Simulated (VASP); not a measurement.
The system is BN.

```xyz
2
Lattice="0.0000 3.4481 2.1368 1.2347 0.0000 2.1368 1.2347 3.4481 0.0000" Properties=species:S:1:pos:R:3 pbc="T T T"
N     1.2347    3.4481    2.8490
B     1.2347    3.4481    0.0002
```

Base run:

```yaml
Program: VASP 6.6.1
Functional: r2SCAN
Potentials_or_basis: VASP PAW PBE potentials, release 64 (N, B)
Cutoff: 520 eV
k_mesh: 13 × 13 × 13
Occupations: fermi-dirac, width 0.05 eV
Spin: no spin polarisation
```

Its results: band gap on the k mesh 4.44 eV (least direct gap 5.46 eV); pressure 10.2 GPa; largest force 0.010 eV/Å.

The run is repeated on the same cell with these changes: functional from r2SCAN to PBEsol. What comes out?

Band gap on the k mesh 3.81 eV (least direct gap 4.68 eV); pressure 11.1 GPa; largest force 0.012 eV/Å.

Caveats: the PAW data sets were made with another functional, which shifts forces and pressure a little; the stress differs along the axes, from -0 to 15 GPa (at least some runs); the stress differs along the axes, from 0 to 16 GPa (at least some runs).

A k mesh can miss the band edges.
